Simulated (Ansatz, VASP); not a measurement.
**One calculation of KBr, two programs**

```
CELL_PARAMETERS angstrom
0.00000 3.68830 3.81186
3.68830 0.00000 3.81186
3.68830 3.68830 0.00000
ATOMIC_POSITIONS crystal
K 0.00000 0.00000 0.00000
Br 0.25000 0.25000 0.25000
```

Change from the starting cell: uniaxial_z strain +3.4%.

Alike in both runs: task single point; functional r2SCAN; k mesh 6 × 6 × 6; no spin polarisation.

```csv
,VASP,Ansatz
version,VASP 6.6.1,Ansatz 0.2.0
potentials or method,"VASP PAW PBE potentials, release 64 (K_sv, Br)","plane waves, PAW"
plane-wave cutoff (eV),520,500
occupations,"gaussian, width 0.01 eV",fixed
valence electrons in the cell,16,16
```

```csv
,VASP,Ansatz,Ansatz less VASP
gap on the k mesh at the Fermi level (eV),4.78,4.78,0.000
pressure (GPa),-0.3,-0.3,0.00
```

VASP's potentials were made for PBE, not for r2SCAN. Ansatz's warnings: xc potential rough in thin density.
